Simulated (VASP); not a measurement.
# Pt (Fm-3m) in VASP: notebook

The runs below take Pt through single point, with PBEsol, RPBE, LDA.

Everything below comes from runs of VASP 6.6.1. Logs are shortened: lines on timing, memory, paths and dates and some standing lists are left out, and cuts for length are marked.

**1. The cell of the first run**

The structure is cubic, space group Fm-3m (No. 225). Conventional cell: a = 3.917 Å, b = 3.917 Å, c = 3.917 Å, α = 90.00°, β = 90.00°, γ = 90.00°. Within 3.7 Å of Pt (site symmetry m-3m) lie 12 Pt at 2.77 Å.

**2. Single point, PBEsol**

The input, INCAR:

```
ALGO = Normal ; EDIFF = 1E-6
ENCUT = 500 ; GGA = PS
GGA_COMPAT = False ; ISIF = 2
ISMEAR = -1 ; LASPH = True
LCHARG = True ; LELF = True
LREAL = False ; LVHAR = True
LWAVE = False ; NBANDS = 11
NELM = 120 ; PREC = Accurate
SIGMA = 0.05
```

The input, KPOINTS:

```
k-points
0
Gamma
  9 9 9
```

The input, POSCAR:

```
Pt
1.0
    0.0000000000      1.9582993924      1.9582993924
    1.9582993924      0.0000000000      1.9582993924
    1.9582993924      1.9582993924      0.0000000000
Pt
1
Direct
    0.0000000000      0.0000000000      0.0000000000
```

Potentials or basis: VASP PAW PBE potentials, release 64 (Pt).

Launch:

```sh
$ cat potpaw_PBE.64/Pt/POTCAR > POTCAR
$ mpirun -np 1 vasp_std > vasp.out
```

OUTCAR:

```text
EDIFF = 1E-6
   ENCUT = 500
   GGA = PS
   ISIF = 2
   ISMEAR = -1
   LASPH = True
   LREAL = False
   NELM = 120
   PREC = Accurate

 ion  position               nearest neighbor table
   1  0.000  0.000  0.000-

  LATTYP: Found a face centered cubic cell.
 ALAT       =     3.9165987848

  Lattice vectors:

 A1 = (   0.0000000000,   1.9582993924,   1.9582993924)
 A2 = (   1.9582993924,   0.0000000000,   1.9582993924)
 A3 = (   1.9582993924,   1.9582993924,   0.0000000000)

Analysis of symmetry for initial positions (statically):
=====================================================================
 Subroutine PRICEL returns:
 Original cell was already a primitive cell.

 Routine SETGRP: Setting up the symmetry group for a
 face centered cubic supercell.

 Subroutine GETGRP returns: Found 48 space group operations
 (whereof 48 operations were pure point group operations)
 out of a pool of 48 trial point group operations.

The static configuration has the point symmetry O_h .

Analysis of symmetry for dynamics (positions and initial velocities):
=====================================================================
 Subroutine PRICEL returns:
 Original cell was already a primitive cell.

 Routine SETGRP: Setting up the symmetry group for a
 face centered cubic supercell.

 Subroutine GETGRP returns: Found 48 space group operations
 (whereof 48 operations were pure point group operations)
 out of a pool of 48 trial point group operations.

The dynamic configuration has the point symmetry O_h .

 Subroutine INISYM returns: Found 48 space group operations
 (whereof 48 operations are pure point group operations),
 and found     1 'primitive' translations

----------------------------------------------------------------------------------------

                                     Primitive cell

  volume of cell :      15.0199

  direct lattice vectors                    reciprocal lattice vectors
     0.000000000  1.958299392  1.958299392    -0.255323574  0.255323574  0.255323574
     1.958299392  0.000000000  1.958299392     0.255323574 -0.255323574  0.255323574
     1.958299392  1.958299392  0.000000000     0.255323574  0.255323574 -0.255323574

  length of vectors
     2.769453560  2.769453560  2.769453560     0.442233403  0.442233403  0.442233403

  position of ions in fractional coordinates (direct lattice)
     0.000000000  0.000000000  0.000000000

  ion indices of the primitive-cell ions
   primitive index   ion index
                 1           1

----------------------------------------------------------------------------------------

 KPOINTS: k-points

Automatic generation of k-mesh.
 Grid dimensions read from file:
 generate k-points for:    9    9    9

 Generating k-lattice:

  Cartesian coordinates                     Fractional coordinates (reciprocal lattice)
    -0.028369286  0.028369286  0.028369286     0.111111111  0.000000000  0.000000000
     0.028369286 -0.028369286  0.028369286     0.000000000  0.111111111  0.000000000
     0.028369286  0.028369286 -0.028369286     0.000000000  0.000000000  0.111111111

  Length of vectors
     0.049137045  0.049137045  0.049137045

  Shift w.r.t. Gamma in fractional coordinates (k-lattice)
     0.000000000  0.000000000  0.000000000

 Subroutine IBZKPT returns following result:
 ===========================================

 Found     35 irreducible k-points:

 Following reciprocal coordinates:
            Coordinates               Weight
  0.000000  0.000000  0.000000      1.000000
  0.111111  0.000000  0.000000      8.000000
  0.222222  0.000000  0.000000      8.000000
  0.333333  0.000000  0.000000      8.000000
  0.444444  0.000000  0.000000      8.000000
  0.111111  0.111111  0.000000      6.000000
[... 16 lines left out ...]
 -0.333333  0.333333  0.000000     12.000000
  0.444444  0.444444  0.000000      6.000000
 [... further k-points ...]
   k-points           NKPTS =     35   k-points in BZ     NKDIM =     35   number of bands    NBANDS=     11
   number of dos      NEDOS =    301   number of ions     NIONS =      1
   total plane-waves  NPLWV =   8000
   dimension x,y,z NGX =    20 NGY =   20 NGZ =   20
   dimension x,y,z NGXF=    40 NGYF=   40 NGZF=   40
   ions per type =               1
   NGX,Y,Z   is equivalent  to a cutoff of  12.01, 12.01, 12.01 a.u.
   NGXF,Y,Z  is equivalent  to a cutoff of  24.01, 24.01, 24.01 a.u.
 SYSTEM =  unknown system
   PREC   = accura    normal or accurate (medium, high low for compatibility)
   ISTART =      0    job   : 0-new  1-cont  2-samecut
   ICHARG =      2    charge: 1-file 2-atom 10-const
   ISPIN  =      1    spin polarized calculation?
   LNONCOLLINEAR =      F non collinear calculations
   LSORBIT =      F    spin-orbit coupling
   LASPH  =      T    aspherical Exc in radial PAW
   ENCUT  =  500.0 eV  36.75 Ry    6.06 a.u.   5.05  5.05  5.05*2*pi/ulx,y,z
   NELM   =    120;   NELMIN=  2; NELMDL= -5     # of ELM steps
   EDIFF  = 0.1E-05   stopping-criterion for ELM
   LREAL  =      F    real-space projection
   EDIFFG = 0.1E-04   stopping-criterion for IOM
   NSW    =      0    number of steps for IOM
   IBRION =     -1    ionic relax: 0-MD 1-quasi-New 2-CG
   NFREE  =      0    steps in history (QN), initial steepest desc. (CG)
   ISIF   =      2    stress and relaxation
   ISYM   =      2    0-nonsym 1-usesym 2-fastsym
   POTIM  = 0.5000    time-step for ionic-motion
   TEBEG  =    0.0;   TEEND  =   0.0 temperature during run
   PSTRESS=    0.0 pullay stress
   NELECT =      10.0000    total number of electrons
   NUPDOWN=      -1.0000    fix difference up-down
   EMIN   =  10.00;   EMAX   =-10.00  energy-range for DOS
   EFERMI =   0.00;   METHOD = LEGACY
   ISMEAR =    -1;   SIGMA  =   0.05  broadening in eV -4-tet -1-fermi 0-gaus
   EFERMI_NEDOS =   21; number of points for ismear=-14 and -15
   IALGO  =     38    algorithm
   IMIX   =      4    mixing-type and parameters
     AMIX     =   0.40;   BMIX     =  1.00
     AMIX_MAG =   1.60;   BMIX_MAG =  1.00
  volume/ion in A,a.u.               =      15.02       101.36
  Fermi-wavevector in a.u.,A,eV,Ry     =   1.429505  2.701373 27.803303  2.043485
  Thomas-Fermi vector in A             =   2.549452
   LORBIT       =      0    0 simple, 1 ext, 2 COOP (PROOUT), +10 PAW based schemes
   GGA     = PS    functional components
   LHFCALC =     F    Hartree Fock is set to
   AEXX    =    0.0000 exact exchange contribution
   IVDW    =     0    specifies the selected vdW correction
   LEPSILON=     F    determine dielectric tensor
   LRPA    =     F    only Hartree local field effects (RPA)
 non-spin polarized calculation
  energy-cutoff  :      500.00
  volume of cell :       15.02
 maximum number of plane-waves:       388
   NGX =  9   NGY =  9   NGZ =  9

 number of electron      10.0000001 magnetization

 Free energy of the ion-electron system (eV)
  ---------------------------------------------------
  ext. energy  EPLUGINS =         0.00000000
  ---------------------------------------------------
  free energy    TOTEN  =        -6.99917929 eV

  energy without entropy =       -6.98767284  energy(sigma->0) =       -6.99342606

 E-fermi :  11.1990     XC(G=0): -13.6511

 val. band max:       11.1448923194   @ k =   0.4444   0.4444   0.0000
 cond. band min:      11.2065719779   @ k =   0.4444   0.1111   0.0000
 fundamental gap:      0.0616796585
 Fermi energy:        11.1990290377

 k-point     1 :       0.0000    0.0000    0.0000
  band No.  band energies     occupation
      1       0.8321      2.00000
      2       7.3480      2.00000
      3       7.3480      2.00000
      4       7.3480      2.00000
      5       9.5443      2.00000
      6       9.5443      2.00000
      7      25.7847      0.00000
      8      30.7687      0.00000
      9      30.7687      0.00000
     10      30.7687      0.00000
     11      36.0806      0.00000

 k-point     2 :       0.1111    0.0000    0.0000
  band No.  band energies     occupation
      1       1.3212      2.00000
      2       7.1440      2.00000
      3       7.5300      2.00000
      4       7.5300      2.00000
      5       9.4535      2.00000
      6       9.4535      2.00000
      7      26.5178      0.00000
      8      28.6848      0.00000
      9      31.5232      0.00000
     10      31.5232      0.00000
     11      37.6752      0.00000

 k-point     3 :       0.2222    0.0000    0.0000
  band No.  band energies     occupation
      1       2.5602      2.00000
      2       6.9177      2.00000
      3       7.7449      2.00000
      4       7.7449      2.00000
      5       9.5721      2.00000
      6       9.5721      2.00000
      7      25.3666      0.00000
      8      27.6079      0.00000
      9      33.4323      0.00000
     10      33.4323      0.00000
     11      34.8247      0.00000

 k-point     4 :       0.3333    0.0000    0.0000
  band No.  band energies     occupation
      1       3.5790      2.00000
      2       7.5516      2.00000
      3       7.5516      2.00000
      4       7.8238      2.00000
      5      10.3482      2.00000
      6      10.3482      2.00000
      7      21.4804      0.00000
      8      26.5626      0.00000
      9      32.5603      0.00000
     10      32.5603      0.00000
     11      36.2414      0.00000

 k-point     5 :       0.4444    0.0000    0.0000
  band No.  band energies     occupation
      1       3.7618      2.00000
      2       7.3227      2.00000
      3       7.3227      2.00000
      4      10.0496      2.00000
      5      11.1080      1.72121
      6      11.1080      1.72121
      7      17.7537      0.00000
      8      25.4809      0.00000
      9      30.4408      0.00000
     10      30.4408      0.00000
     11      39.2237      0.00000

 k-point     6 :       0.1111    0.1111    0.0000
  band No.  band energies     occupation
      1       1.4870      2.00000
      2       6.9271      2.00000
      3       7.6917      2.00000
      4       7.6917      2.00000
      5       9.0773      2.00000
      6       9.7181      2.00000
      7      26.8083      0.00000
      8      29.4705      0.00000
      9      30.7985      0.00000
     10      30.7985      0.00000
     11      39.4689      0.00000

 k-point     7 :       0.2222    0.1111    0.0000
  band No.  band energies     occupation
      1       2.5097      2.00000
      2       6.5460      2.00000
      3       7.9051      2.00000
      4       8.0317      2.00000
      5       8.9568      2.00000
      6       9.9428      2.00000
      7      26.9024      0.00000
      8      28.0550      0.00000
      9      30.9575      0.00000
     10      31.9533      0.00000
     11      35.7572      0.00000

 k-point     8 :       0.3333    0.1111    0.0000
  band No.  band energies     occupation
      1       3.7446      2.00000
      2       6.7251      2.00000
      3       7.4661      2.00000
      4       8.0001      2.00000
      5      10.0754      2.00000
      6      10.5804      1.99999
      7      23.0629      0.00000
      8      27.5820      0.00000
      9      30.4795      0.00000
     10      32.1335      0.00000
     11      36.4383      0.00000
[... 141 lines left out ...]
 k-point    19 :      -0.2222    0.2222    0.0000
  band No.  band energies     occupation
      1       4.7527      2.00000
      2       6.3899      2.00000
      3       7.1636      2.00000
      4       8.5426      2.00000
      5       9.0494      2.00000
      6      12.2237      0.00000
      7      22.9279      0.00000
      8      25.5449      0.00000
      9      29.0338      0.00000
     10      32.7118      0.00000
     11      34.1005      0.00000

 k-point    20 :       0.3333    0.3333    0.0000
  band No.  band energies     occupation
      1       4.2952      2.00000
      2       5.0819      2.00000
      3       9.0051      2.00000
      4      10.1365      2.00000
      5      10.1365      2.00000
      6      10.7463      1.99977
      7      25.6040      0.00000
      8      25.6040      0.00000
      9      26.3421      0.00000
     10      30.1669      0.00000
     11      32.3830      0.00000

 k-point    21 :       0.4444    0.3333    0.0000
  band No.  band energies     occupation
      1       4.4565      2.00000
      2       4.9735      2.00000
      3       9.0430      2.00000
      4      10.1832      2.00000
      5      11.3488      0.09532
      6      12.4845      0.00000
      7      21.6398      0.00000
      8      24.5006      0.00000
      9      24.5858      0.00000
     10      31.4031      0.00000
     11      34.0036      0.00000

 k-point    22 :      -0.4444    0.3333    0.0000
  band No.  band energies     occupation
      1       4.7499      2.00000
      2       5.4922      2.00000
      3       8.3832      2.00000
      4       9.8100      2.00000
      5      11.2616      0.44483
      6      16.0592      0.00000
      7      17.8861      0.00000
      8      22.5976      0.00000
      9      25.4327      0.00000
     10      31.2605      0.00000
     11      37.0134      0.00000

 k-point    23 :      -0.3333    0.3333    0.0000
  band No.  band energies     occupation
      1       5.2488      2.00000
      2       6.2309      2.00000
      3       7.4227      2.00000
      4       9.2763      2.00000
      5      10.5331      2.00000
      6      15.4742      0.00000
      7      19.9474      0.00000
      8      20.8858      0.00000
      9      27.8950      0.00000
     10      30.0909      0.00000
     11      37.7704      0.00000

 k-point    24 :       0.4444    0.4444    0.0000
  band No.  band energies     occupation
      1       4.0873      2.00000
      2       4.5553      2.00000
      3      11.1449      1.49402
      4      11.4542      0.01207
      5      11.4542      0.01207
      6      12.0627      0.00000
      7      21.1200      0.00000
      8      22.9240      0.00000
      9      22.9240      0.00000
     10      31.1174      0.00000
     11      34.3842      0.00000

 [... further k-points ...]
[... 5 lines left out ...]
  --------------------------------------------------------------------------------------
  -------------------------------------------------------------------------------------
  Total       -0.0393335     -0.0393335     -0.0393335      0.0000000      0.0000000      0.0000000
  in kB       -4.1957141     -4.1957141     -4.1957141      0.0000000      0.0000000      0.0000000
  external PRESSURE =      -4.1957141 kB  Pullay stress =       0.0000000 kB

 VOLUME and BASIS-vectors are now :
 -----------------------------------------------------------------------------
  energy-cutoff  :      500.00
  volume of cell :       15.02
      direct lattice vectors                 reciprocal lattice vectors
     0.000000000  1.958299392  1.958299392    -0.255323574  0.255323574  0.255323574
     1.958299392  0.000000000  1.958299392     0.255323574 -0.255323574  0.255323574
     1.958299392  1.958299392  0.000000000     0.255323574  0.255323574 -0.255323574

 POSITION                                       TOTAL-FORCE (eV/Angst)
 -----------------------------------------------------------------------------------
      0.00000      0.00000      0.00000         0.000000     -0.000000      0.000000
 -----------------------------------------------------------------------------------
    total drift:                                0.000000      0.000000      0.000000

  FREE ENERGIE OF THE ION-ELECTRON SYSTEM (eV)
  ---------------------------------------------------
  free  energy   TOTEN  =        -6.9991792913 eV

  energy  without entropy=       -6.9876728381  energy(sigma->0) =       -6.99342606
```

It took 4.6 s on 1 thread of Intel Xeon 6975P-C, shared host; peak memory 0.12 GiB.

What came out:

```
Free energy            : -6.9992 eV
Pressure               : -0.4 GPa
Band gap on the k mesh : zero (band 5 reaches 11.54 eV, above the bottom of band 6 at 9.45 eV)
```

Caveat: the PAW data sets were made with another functional, which shifts forces and pressure a little; spin-orbit coupling is left out, which moves the levels of the heavy elements.

(Continued in part 2 of 3.)
